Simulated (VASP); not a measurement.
# AlN (P1) in VASP: relaxation of cell and atoms with PBE

Aim: the relaxation of cell and atoms of AlN with PBE.

Everything below comes from runs of VASP 6.6.1. Logs are shortened: lines on timing, memory, paths and dates and some standing lists are left out, and cuts for length are marked.

## Step 1: The cell of the first run

The typed cell holds 4 atoms: a = 2.878 Å, b = 2.878 Å, c = 4.985 Å, α = 73.22°, β = 73.22°, γ = 60.00°.

## Step 2: Relaxation of cell and atoms, PBE

INCAR

```
SYSTEM = AlN
PREC = Accurate
ENCUT = 600
EDIFF = 1E-6
ISMEAR = 0
SIGMA = 0.05
LREAL = .FALSE.
LASPH = .TRUE.
NELM = 100
ALGO = Normal
ISIF = 3
LWAVE = .FALSE.
LCHARG = .FALSE.
GGA = PE
IBRION = 2
NSW = 100
EDIFFG = -0.01
```

KPOINTS

```
Automatic mesh
0
G
  12 12 8
  0 0 0
```

POSCAR

```
AlN
1.0
    0.0000000000     -2.0352630592     -2.0352630592
   -2.0352630592      0.0000000000     -2.0352630592
    2.0352630592      2.0352630592     -4.0705261183
Al N
2 2
Direct
    0.8044355520      0.7198616699      0.7263302968
    0.1955644480      0.2801383301      0.2736697032
    0.5619172803      0.4078623807      0.5498863960
   -0.0619172803      1.0921376193     -0.0498863960
```

Potentials or basis: VASP PAW PBE potentials, release 64 (Al, N).

Run with:

```sh
$ cat potpaw_PBE.64/Al/POTCAR potpaw_PBE.64/N/POTCAR > POTCAR
$ mpirun -np 1 vasp_std > vasp.out
```

OUTCAR:

```text
SYSTEM = AlN
   PREC = Accurate
   ENCUT = 600
   EDIFF = 1E-6
   ISMEAR = 0
   LREAL = .FALSE.
   LASPH = .TRUE.
   NELM = 100
   ISIF = 3
   GGA = PE
   IBRION = 2
   NSW = 100
   EDIFFG = -0.01

 ion  position               nearest neighbor table
   1  0.804  0.720  0.726-   4 1.75   3 1.77   3 1.87   3 1.93   4 1.97   4 2.24   2 2.59   2 2.68
                             2 2.85   2 2.94   2 3.10   2 3.17
   2  0.196  0.280  0.274-   3 1.88   3 2.16   4 2.20   4 2.24   4 2.32   3 2.35   1 2.59   1 2.68
                             1 2.85   1 2.94   1 3.10   1 3.17
   3  0.562  0.408  0.550-   1 1.77   1 1.87   2 1.88   1 1.93   2 2.16   2 2.35
   4  0.938  0.092  0.950-   1 1.75   1 1.97   2 2.20   1 2.24   2 2.24   2 2.32

  LATTYP: Found a trigonal (rhomboedric) cell.
 ALAT       =     4.9853559873
 COS(alpha) =     0.8333333333

  Lattice vectors:

 A1 = (   2.0352630592,   4.0705261184,  -2.0352630591)
 A2 = (   4.0705261184,   2.0352630592,  -2.0352630591)
 A3 = (   2.0352630592,   2.0352630592,  -4.0705261183)

Analysis of symmetry for initial positions (statically):
=====================================================================
 Subroutine PRICEL returns:
 Original cell was already a primitive cell.

 Routine SETGRP: Setting up the symmetry group for a
 trigonal (rhombohedral) supercell.

 Subroutine GETGRP returns: Found  1 space group operations
 (whereof  1 operations were pure point group operations)
 out of a pool of 12 trial point group operations.

The static configuration has the point symmetry C_1 .

Analysis of symmetry for dynamics (positions and initial velocities):
=====================================================================
 Subroutine PRICEL returns:
 Original cell was already a primitive cell.

 Routine SETGRP: Setting up the symmetry group for a
 trigonal (rhombohedral) supercell.

 Subroutine GETGRP returns: Found  1 space group operations
 (whereof  1 operations were pure point group operations)
 out of a pool of 12 trial point group operations.

The dynamic configuration has the point symmetry C_1 .

 Subroutine INISYM returns: Found  1 space group operations
 (whereof  1 operations are pure point group operations),
 and found     1 'primitive' translations

----------------------------------------------------------------------------------------

                                     Primitive cell

  volume of cell :      33.7226

  direct lattice vectors                    reciprocal lattice vectors
     0.000000000 -2.035263059 -2.035263059     0.122834244 -0.368502733 -0.122834244
    -2.035263059  0.000000000 -2.035263059    -0.368502733  0.122834244 -0.122834244
     2.035263059  2.035263059 -4.070526118     0.122834244  0.122834244 -0.122834244

[... 144 lines left out ...]
  volume of cell :       33.72
 maximum number of plane-waves:      1156
   NGX = 11   NGY = 11   NGZ = 19

--------------------------------------- Ionic step        1  -------------------------------------------

 number of electron      16.0000001 magnetization

 Free energy of the ion-electron system (eV)
  ---------------------------------------------------
  ext. energy  EPLUGINS =         0.00000000
  ---------------------------------------------------
  free energy    TOTEN  =       -26.33300117 eV

  energy without entropy =      -26.33300117  energy(sigma->0) =      -26.33300117

------------------------ aborting loop because EDIFF is reached ----------------------------------------

  FORCE on cell =-STRESS in cart. coord.  units (eV):
  Direction    XX          YY          ZZ          XY          YZ          ZX
  --------------------------------------------------------------------------------------
  -------------------------------------------------------------------------------------
  Total       10.2891943      2.7607931      4.2581838     -0.1172712      0.4424971     -0.0992970
  in kB      488.8440244    131.1664611    202.3081323     -5.5716072     21.0232286     -4.7176412
  external PRESSURE =     274.1062059 kB  Pullay stress =       0.0000000 kB
[... 95 lines left out ...]
  FREE ENERGIE OF THE ION-ELECTRON SYSTEM (eV)
  ---------------------------------------------------
  free  energy   TOTEN  =       -28.5976781548 eV

  energy  without entropy=      -28.5976781548  energy(sigma->0) =      -28.59767815

 E-fermi :  10.0192     XC(G=0): -12.2083

 val. band max:        9.7921738826   @ k =   0.0000   0.0000   0.0000
 cond. band min:      14.1585223701   @ k =   0.0000   0.5000   0.5000
 fundamental gap:      4.3663484874
 Fermi energy:        10.0191953522

 k-point     1 :       0.0000    0.0000    0.0000
  band No.  band energies     occupation
      1      -7.6543      2.00000
      2      -4.4567      2.00000
      3       1.5549      2.00000
      4       8.6727      2.00000
      5       8.7263      2.00000
      6       9.7128      2.00000
      7       9.7458      2.00000
      8       9.7922      2.00000
      9      15.1911      0.00000
     10      15.7710      0.00000
     11      20.5041      0.00000
     12      20.7238      0.00000
[... 333 lines left out ...]
      1      -6.1234      2.00000
      2      -3.9372      2.00000
      3       3.2877      2.00000
      4       5.2874      2.00000
      5       5.4492      2.00000
      6       7.2463      2.00000
      7       7.8671      2.00000
      8       9.0010      2.00000
      9      17.6310      0.00000
     10      17.7972      0.00000
     11      19.1286      0.00000
     12      19.5071      0.00000

 [... further k-points ...]

[... ionic steps 4 to 16 ...]

--------------------------------------- Ionic step       17  -------------------------------------------

 number of electron      15.9999999 magnetization

------------------------ aborting loop because EDIFF is reached ----------------------------------------
[... 71 lines left out ...]
--------------------------------------- Ionic step       19  -------------------------------------------

 number of electron      15.9999999 magnetization

 Free energy of the ion-electron system (eV)
  ---------------------------------------------------
  ext. energy  EPLUGINS =         0.00000000
  ---------------------------------------------------
  free energy    TOTEN  =       -29.09548054 eV

  energy without entropy =      -29.09548054  energy(sigma->0) =      -29.09548054

 E-fermi :   9.9573     XC(G=0): -12.1984

 val. band max:        9.7242749684   @ k =   0.0000   0.0000   0.0000
 cond. band min:      14.1495009925   @ k =   0.5000   0.0000   0.5000
 fundamental gap:      4.4252260241
 Fermi energy:         9.9572758773

 k-point     1 :       0.0000    0.0000    0.0000
  band No.  band energies     occupation
      1      -7.6619      2.00000
      2      -4.4754      2.00000
      3       1.5376      2.00000
      4       8.6804      2.00000
      5       8.6808      2.00000
      6       9.7222      2.00000
      7       9.7235      2.00000
      8       9.7243      2.00000
      9      15.1358      0.00000
     10      15.7406      0.00000
     11      20.5699      0.00000
     12      20.5744      0.00000
[... 376 lines left out ...]
  FREE ENERGIE OF THE ION-ELECTRON SYSTEM (eV)
  ---------------------------------------------------
  free  energy   TOTEN  =       -29.0954805393 eV

  energy  without entropy=      -29.0954805393  energy(sigma->0) =      -29.09548054

 reached required accuracy - stopping structural energy minimisation
```

OSZICAR:

```text
N       E                     dE             d eps       ncg     rms          rms(c)
DAV:   1     0.519117046414E+02    0.51912E+02   -0.80694E+03 13920   0.135E+03
DAV:   2    -0.272311020134E+02   -0.79143E+02   -0.72477E+02 19516   0.250E+02
DAV:   3    -0.308599387839E+02   -0.36288E+01   -0.36054E+01 18044   0.588E+01
[... 151 lines left out ...]
       N       E                     dE             d eps       ncg     rms          rms(c)
DAV:   1    -0.290954898935E+02   -0.39217E-04   -0.77678E-03 14392   0.832E-01    0.261E-02
DAV:   2    -0.290954868658E+02    0.30276E-05   -0.12797E-04 18144   0.103E-01    0.148E-02
DAV:   3    -0.290954809994E+02    0.58664E-05   -0.77496E-06 17260   0.290E-02    0.468E-03
DAV:   4    -0.290954805393E+02    0.46012E-06   -0.16698E-06 12252   0.130E-02
  19 F= -.29095481E+02 E0= -.29095481E+02  d E =-.298603E-04
```

Run time: 23 min. Hardware: 1 thread of Intel Xeon Platinum 8375C at 2.90GHz (Ice Lake), shared host; peak memory 0.41 GiB.

What came out:

```
Free energy                           : -29.0955 eV
Relaxed volume                        : 8.42 Å³/atom
Relaxed cell                          : a = 2.877 Å, b = 2.877 Å, c = 4.983 Å, α = 73.23°, β = 73.21°, γ = 60.00°
Space group after relaxing (to 0.1 Å) : Fm-3m (No. 225)
Energy gained by relaxing             : 690.6 meV/atom
Ionic steps                           : 19
Pressure after relaxing               : 0.0 GPa
Largest force after relaxing          : 0.003 eV/Å
Band gap on the k mesh                : 4.43 eV (least direct gap 5.41 eV)
```

Forces on the atoms (eV/Å):
```
Al   0.000 -0.003  0.001
Al   0.001  0.003  0.000
N    0.000  0.000  0.000
N   -0.001  0.000 -0.001
```

The path:
```csv
step,energy change (eV),largest force (eV/Å),pressure (GPa),volume (Å³)
1,0.0000,7.7882,27.41,33.72
2,-1.2695,3.2910,-27.59,41.18
3,-2.2647,1.2300,-18.59,37.74
4,-2.2684,1.3806,-17.78,37.58
5,-2.5570,1.2638,6.43,33.34
6,-2.5763,0.9764,0.56,34.11
7,-2.6768,0.6736,2.78,33.55
8,-2.6833,1.0133,3.89,33.36
9,-2.7406,0.4131,-1.38,33.92
10,-2.7409,0.4419,-1.72,33.96
11,-2.7580,0.1768,0.00,33.68
12,-2.7591,0.1046,0.58,33.60
13,-2.7616,0.0674,-0.44,33.73
14,-2.7616,0.0734,-0.54,33.74
15,-2.7623,0.0530,0.17,33.64
16,-2.7624,0.0382,0.05,33.66
17,-2.7624,0.0196,0.04,33.66
18,-2.7624,0.0172,0.04,33.66
19,-2.7625,0.0031,-0.05,33.67
```

Final structure:
```
Al N
1.0
     0.00012   -2.03391   -2.03442
    -2.03448   -0.00003   -2.03420
     2.03438    2.03405   -4.06855
Al N
2 2
Direct
  0.74989 0.75005 0.75002
  0.25010 0.24997 0.25000
  0.49998 0.50002 0.49999
  0.00002 0.99996 0.99999
```

Levels at points of the mesh, in eV from the valence-band top:
```csv
k point,band 5,band 6,band 7,band 8,band 9,band 10,band 11,band 12
"(0.00, 0.00, 0.00)",-1.04,0.00,0.00,0.00,5.41,6.02,10.85,10.85
"(0.50, 0.00, 0.00)",-3.76,-3.76,-2.00,-2.00,6.45,6.45,9.28,9.28
"(0.00, 0.50, 0.00)",-3.76,-3.76,-2.00,-2.00,6.45,6.45,9.28,9.28
"(0.50, 0.50, 0.00)",-2.75,-2.75,-1.04,-1.04,4.43,5.33,6.02,10.85
"(0.00, 0.00, 0.50)",-0.57,-0.57,-0.57,-0.57,6.71,6.71,10.97,10.97
"(0.50, 0.00, 0.50)",-2.75,-2.75,-1.04,-1.04,4.43,5.33,6.02,10.85
"(0.00, 0.50, 0.50)",-2.75,-2.75,-1.04,-1.04,4.43,5.33,6.02,10.85
"(0.50, 0.50, 0.50)",-3.76,-3.76,-2.00,-2.00,6.45,6.45,9.28,9.28
```

A k mesh can miss the band edges.
